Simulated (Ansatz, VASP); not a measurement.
Two plane-wave programs on Mn

File INCAR:

```
PREC = Accurate
ENCUT = 520
EDIFF = 1E-7
ISMEAR = -1
SIGMA = 0.1
LREAL = False
LASPH = True
NELM = 60
ALGO = Normal
ISIF = 2
LWAVE = False
LCHARG = False
GGA = RE
NBANDS = 12
```

The input KPOINTS:

```
Automatic mesh
0
Gamma
  17 17 17
```

The input POSCAR:

```
Mn
1.0
    0.0000000000      1.7604696462      1.7604696462
    1.7604696462      0.0000000000      1.7604696462
    1.7604696462      1.7604696462      0.0000000000
Mn
1
Direct
    0.0000000000      0.0000000000      0.0000000000
```

Input for Ansatz:

```yaml
crystal:
  lattice:
    - [0.0, 1.7604696462, 1.7604696462]
    - [1.7604696462, 0.0, 1.7604696462]
    - [1.7604696462, 1.7604696462, 0.0]
  atoms:
    - { symbol: Mn, position: [0.0, 0.0, 0.0] }
hamiltonian:
  xc: revpbe
  pseudopotentials:
    kind: paw
    azcp:
      Mn: "pseudopotentials/Mn.paw.azcp"
basis:
  ecutwfc: 420
  fft_grid_basis: typed
kpoints:
  mp_grid: { grid: [17, 17, 17], shift: [0, 0, 0] }
magnetization:
  spin_polarized: false
scf:
  occupations: { method: fermi_dirac, width: 0.1 }
  lower_state_search: "off"
output:
  stress: true
```

Alike in both runs: task single point; functional revPBE; k mesh 17 × 17 × 17; occupations fermi-dirac, width 0.1 eV; no spin polarisation.

|  | VASP | Ansatz |
| --- | --- | --- |
| version | VASP 6.6.1 | Ansatz 0.2.0 |
| potentials or method | VASP PAW PBE potentials, release 64 (Mn_pv), cutoff 520 eV | plane waves (420 eV) with PAW, scalar-relativistic |
| valence electrons in the cell | 13 | 15 |

|  | VASP | Ansatz | Ansatz less VASP |
| --- | --- | --- | --- |
| pressure (GPa) | 0.1 | 0.1 | +0.01 |

VASP's potentials were made for PBE, not for revPBE. VASP's potentials hold 13 valence electrons a cell and Ansatz's 15, so a difference there can come from the potentials and not from the codes.
